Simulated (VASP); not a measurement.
# Al (Pm-3m) in VASP: single point with PBEsol

Aim: the single point of Al with PBEsol.

Everything below comes from runs of VASP 6.6.1. Logs are shortened: lines on timing, memory, paths and dates and some standing lists are left out, and cuts for length are marked.

### 1 The cell of the first run

The structure is cubic, space group Pm-3m (No. 221). Conventional cell: a = 3.370 Å, b = 3.370 Å, c = 3.370 Å, α = 90.00°, β = 90.00°, γ = 90.00°. Within 4.4 Å of Al (site symmetry m-3m) lie 6 Al at 3.37 Å.

### 2 Single point, PBEsol

Contents of INCAR:

```
ALGO = Normal
EDIFF = 1E-6
ENCUT = 520
GGA = PS
ISIF = 2
ISMEAR = -1
LASPH = True
LCHARG = False
LREAL = False
LWAVE = False
NBANDS = 8
NELM = 60
PREC = Accurate
SIGMA = 0.1
```

Contents of KPOINTS:

```
k-points
0
Gamma
  9 9 9
```

Contents of POSCAR:

```
Al
1.0
    3.3703490000      0.0000000000      0.0000000000
    0.0000000000      3.3703490000      0.0000000000
    0.0000000000      0.0000000000      3.3703490000
Al
1
Direct
    0.0000000000      0.0000000000      0.0000000000
```

Potentials or basis: VASP PAW PBE potentials, release 64 (Al).

The run is started by

```sh
$ cat potpaw_PBE.64/Al/POTCAR > POTCAR
$ mpirun -np 1 vasp_std > vasp.out
```

OUTCAR:

```text
EDIFF = 1E-6
   ENCUT = 520
   GGA = PS
   ISIF = 2
   ISMEAR = -1
   LASPH = True
   LREAL = False
   NELM = 60
   PREC = Accurate

 ion  position               nearest neighbor table
   1  0.000  0.000  0.000-

  LATTYP: Found a simple cubic cell.
 ALAT       =     3.3703490000

  Lattice vectors:

 A1 = (   3.3703490000,   0.0000000000,   0.0000000000)
 A2 = (   0.0000000000,   3.3703490000,   0.0000000000)
 A3 = (   0.0000000000,   0.0000000000,   3.3703490000)

Analysis of symmetry for initial positions (statically):
=====================================================================
 Subroutine PRICEL returns:
 Original cell was already a primitive cell.

 Routine SETGRP: Setting up the symmetry group for a
 simple cubic supercell.

 Subroutine GETGRP returns: Found 48 space group operations
 (whereof 48 operations were pure point group operations)
 out of a pool of 48 trial point group operations.

The static configuration has the point symmetry O_h .

Analysis of symmetry for dynamics (positions and initial velocities):
=====================================================================
 Subroutine PRICEL returns:
 Original cell was already a primitive cell.

 Routine SETGRP: Setting up the symmetry group for a
 simple cubic supercell.

 Subroutine GETGRP returns: Found 48 space group operations
 (whereof 48 operations were pure point group operations)
 out of a pool of 48 trial point group operations.

The dynamic configuration has the point symmetry O_h .

 Subroutine INISYM returns: Found 48 space group operations
 (whereof 48 operations are pure point group operations),
 and found     1 'primitive' translations

----------------------------------------------------------------------------------------

                                     Primitive cell

  volume of cell :      38.2846

  direct lattice vectors                    reciprocal lattice vectors
     3.370349000  0.000000000  0.000000000     0.296705178  0.000000000  0.000000000
     0.000000000  3.370349000  0.000000000     0.000000000  0.296705178  0.000000000
     0.000000000  0.000000000  3.370349000     0.000000000  0.000000000  0.296705178

  length of vectors
     3.370349000  3.370349000  3.370349000     0.296705178  0.296705178  0.296705178

  position of ions in fractional coordinates (direct lattice)
     0.000000000  0.000000000  0.000000000

  ion indices of the primitive-cell ions
[... 75 lines left out ...]
   LREAL  =      F    real-space projection
   EDIFFG = 0.1E-04   stopping-criterion for IOM
   NSW    =      0    number of steps for IOM
   IBRION =     -1    ionic relax: 0-MD 1-quasi-New 2-CG
   NFREE  =      0    steps in history (QN), initial steepest desc. (CG)
   ISIF   =      2    stress and relaxation
   ISYM   =      2    0-nonsym 1-usesym 2-fastsym
   POTIM  = 0.5000    time-step for ionic-motion
   TEBEG  =    0.0;   TEEND  =   0.0 temperature during run
   PSTRESS=    0.0 pullay stress
   NELECT =       3.0000    total number of electrons
   NUPDOWN=      -1.0000    fix difference up-down
   EMIN   =  10.00;   EMAX   =-10.00  energy-range for DOS
   EFERMI =   0.00;   METHOD = LEGACY
   ISMEAR =    -1;   SIGMA  =   0.10  broadening in eV -4-tet -1-fermi 0-gaus
   EFERMI_NEDOS =   21; number of points for ismear=-14 and -15
   IALGO  =     38    algorithm
   IMIX   =      4    mixing-type and parameters
     AMIX     =   0.40;   BMIX     =  1.00
     AMIX_MAG =   1.60;   BMIX_MAG =  1.00
  volume/ion in A,a.u.               =      38.28       258.36
  Fermi-wavevector in a.u.,A,eV,Ry     =   0.700552  1.323851  6.677373  0.490773
  Thomas-Fermi vector in A             =   1.784736
   LORBIT       =      0    0 simple, 1 ext, 2 COOP (PROOUT), +10 PAW based schemes
   GGA     = PS    functional components
   LHFCALC =     F    Hartree Fock is set to
   AEXX    =    0.0000 exact exchange contribution
   IVDW    =     0    specifies the selected vdW correction
   LEPSILON=     F    determine dielectric tensor
   LRPA    =     F    only Hartree local field effects (RPA)
 non-spin polarized calculation
  energy-cutoff  :      520.00
  volume of cell :       38.28
 maximum number of plane-waves:      1045
 NGX is ok and might be reduce to    28
   NGX = 13   NGY = 13   NGZ = 13

 number of electron       3.0000000 magnetization

 Free energy of the ion-electron system (eV)
  ---------------------------------------------------
  ext. energy  EPLUGINS =         0.00000000
  ---------------------------------------------------
  free energy    TOTEN  =        -2.73831321 eV

  energy without entropy =       -2.70471911  energy(sigma->0) =       -2.72151616

 E-fermi :   1.3908     XC(G=0):  -7.4283

 val. band max:        1.3892830789   @ k =   0.4444   0.4444   0.0000
 cond. band min:       1.3969215538   @ k =   0.4444   0.4444   0.1111
 fundamental gap:      0.0076384749
 Fermi energy:         1.3907874415

 k-point     1 :       0.0000    0.0000    0.0000
  band No.  band energies     occupation
      1      -5.2471      2.00000
      2       6.6699      0.00000
      3       6.6699      0.00000
      4       6.6699      0.00000
      5       7.9457      0.00000
      6       7.9457      0.00000
      7      10.2475      0.00000
      8      17.8453      0.00000
[... 243 lines left out ...]
 k-point    24 :       0.4444    0.3333    0.1111
  band No.  band energies     occupation
      1      -1.7728      2.00000
      2       0.8349      1.99232
      3       2.8286      0.00000
      4       6.1139      0.00000
      5       7.7492      0.00000
      6      11.2091      0.00000
      7      12.7747      0.00000
      8      13.7403      0.00000

 [... further k-points ...]

------------------------ aborting loop because EDIFF is reached ----------------------------------------

  FORCE on cell =-STRESS in cart. coord.  units (eV):
  Direction    XX          YY          ZZ          XY          YZ          ZX
  --------------------------------------------------------------------------------------
  -------------------------------------------------------------------------------------
  Total       -2.0003703     -2.0003703     -2.0003703     -0.0000000     -0.0000000     -0.0000000
  in kB      -83.7136653    -83.7136653    -83.7136653     -0.0000000     -0.0000000     -0.0000000
  external PRESSURE =     -83.7136653 kB  Pullay stress =       0.0000000 kB

 VOLUME and BASIS-vectors are now :
 -----------------------------------------------------------------------------
  energy-cutoff  :      520.00
  volume of cell :       38.28
      direct lattice vectors                 reciprocal lattice vectors
     3.370349000  0.000000000  0.000000000     0.296705178  0.000000000  0.000000000
     0.000000000  3.370349000  0.000000000     0.000000000  0.296705178  0.000000000
     0.000000000  0.000000000  3.370349000     0.000000000  0.000000000  0.296705178

 POSITION                                       TOTAL-FORCE (eV/Angst)
 -----------------------------------------------------------------------------------
      0.00000      0.00000      0.00000         0.000000      0.000000      0.000000
 -----------------------------------------------------------------------------------
    total drift:                               -0.000000     -0.000000      0.000000

  FREE ENERGIE OF THE ION-ELECTRON SYSTEM (eV)
  ---------------------------------------------------
  free  energy   TOTEN  =        -2.7383132064 eV

  energy  without entropy=       -2.7047191058  energy(sigma->0) =       -2.72151616
```

stdout:

```text
POSCAR found type information on POSCAR Al
 POSCAR found :  1 types and       1 ions
 scaLAPACK will be used
 -----------------------------------------------------------------------------
|                                                                             |
|                                                                             |
|     You enforced a specific xc type in the INCAR file but a different       |
|     I HOPE YOU KNOW WHAT YOU ARE DOING!                                     |
|                                                                             |
 -----------------------------------------------------------------------------

 LDA part: xc-table for (Slater+PW92), standard interpolation
 POSCAR, INCAR and KPOINTS ok, starting setup
 FFT: planning ... GRIDC
 FFT: planning ... GRID_SOFT
 FFT: planning ... GRID
 WAVECAR not read
 entering main loop
```

Run time: 11 s. Hardware: 1 thread of Intel Xeon 8259CL, shared host; peak memory 0.15 GiB.

Results:

```
Free energy : -2.7383 eV
Pressure    : -8.4 GPa
```

Caveat: the PAW data sets were made with another functional, which shifts forces and pressure a little.
